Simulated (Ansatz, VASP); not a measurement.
One calculation of ScNb, two programs

File INCAR:

```
SYSTEM = ScNb
  PREC = Accurate
  ENCUT = 500
  EDIFF = 1E-6
  ISMEAR = -1
  SIGMA = 0.06802846561497
  LREAL = .False.
  LASPH = .True.
  NELM = 200
  ALGO = Normal
  ISIF = 2
  LWAVE = .False.
  LCHARG = .False.
  ISPIN = 2
  MAGMOM = 0 0
  LORBIT = 11
  LMAXMIX = 4
  GGA = PE
  NBANDS = 23
  GGA_COMPAT = .False.
```

The input KPOINTS:

```
Automatic mesh
0
Gamma
  3 3 1
  0 0 0
```

File POSCAR:

```
ScNb
1.0
    3.0656443612      0.0000000000      0.0000000000
   -1.5328221806      2.6549258957      0.0000000000
    0.0000000000      0.0000000000      5.0721940000
Sc Nb
1 1
Direct
    0.0000000000      0.0000000000      0.0000000000
    0.3333333333      0.6666666667      0.5985766712
```

Input for Ansatz:

```yaml
crystal:
  lattice:
    - [3.0656443612, 0.0, 0.0]
    - [-1.5328221806, 2.6549258957, 0.0]
    - [0.0, 0.0, 5.072194]
  atoms:
    - { symbol: Sc, position: [0.0, 0.0, 0.0] }
    - { symbol: Nb, position: [0.3333333333, 0.6666666667, 0.5985766712] }
basis:
  ecutwfc: 420
kpoints:
  mp_grid: { grid: [3, 3, 1] }
hamiltonian:
  xc: pbe
scf:
  occupations: { method: fermi_dirac, width: "0.005 Ry" }
  max_iter: 100
output:
  forces: true
  stress: true
  eigenvalues: true
magnetization:
  spin_polarized: true
  initial_magnetization: 6.0
```

Alike in both runs: task single point; functional PBE; k mesh 3 × 3 × 1; collinear spin.

|  | VASP | Ansatz |
| --- | --- | --- |
| version | VASP 6.6.1 | Ansatz 0.2.0 |
| potentials or method | VASP PAW PBE potentials, release 64 (Sc_sv, Nb_sv), cutoff 500 eV | scalar-relativistic, plane waves, PAW |
| occupations | fermi-dirac, width 0.0680285 eV | fermi-dirac |
| valence electrons in the cell | 24 | 24 |

VASP gave:

- gap on the k mesh at the Fermi level (eV): none
- pressure (GPa): 9.2
- traceless stress, the component that is largest in VASP (GPa): -9.70
- rms of the force components (eV/Å): 2.528
- net moment per atom (μB): 0.00

Estimate Ansatz's values.

gap on the k mesh at the Fermi level (eV): none; pressure (GPa): 9.2; traceless stress, the component that is largest in VASP (GPa): -9.80; rms of the force components (eV/Å): 2.510; net moment per atom (μB): 0.00.

Atom by atom the forces differ by 0.018 eV/Å (rms over components). A gap of «none» marks a metal or a gap that the smearing closes. Ansatz's warnings: filled band counts differ across k points, given moment on shells, seeded moment not kept.

The k mesh is coarse, so the values compare programs but aren't converged.
